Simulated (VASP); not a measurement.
Input of a VASP 6.6.1 run:

INCAR

```
SYSTEM = Ge
PREC = Accurate ; ENCUT = 520
EDIFF = 1E-6 ; ISMEAR = -1
SIGMA = 0.05 ; LREAL = .False.
LASPH = .True. ; NELM = 80
ALGO = Normal ; ISIF = 2
LWAVE = .False. ; LCHARG = .False.
NBANDS = 13
```

The input KPOINTS:

```
regular mesh
0
Gamma
  16 16 15
  0 0 0
```

The input POSCAR:

```
Ge
1.0
    2.6355648833      0.0000000000      0.0000000000
   -1.3177824416      2.2824661423      0.0000000000
    0.0000000000      0.0000000000      2.4553637813
Ge
1
Direct
    0.0000000000      0.0000000000      0.0000000000
```

Potentials or basis: VASP PAW LDA potentials, release 64 (Ge_d).

Run with:

```sh
$ cat potpaw_LDA.64/Ge_d/POTCAR > POTCAR
$ mpirun -np 1 vasp_std > vasp.out
```

(1) Estimate the band gap on the k mesh.

(2) What does it give for the pressure?

## Answers

(1) zero (band 7 reaches 17.69 eV, above the bottom of band 8 at 5.37 eV).

(2) 25.1 GPa.
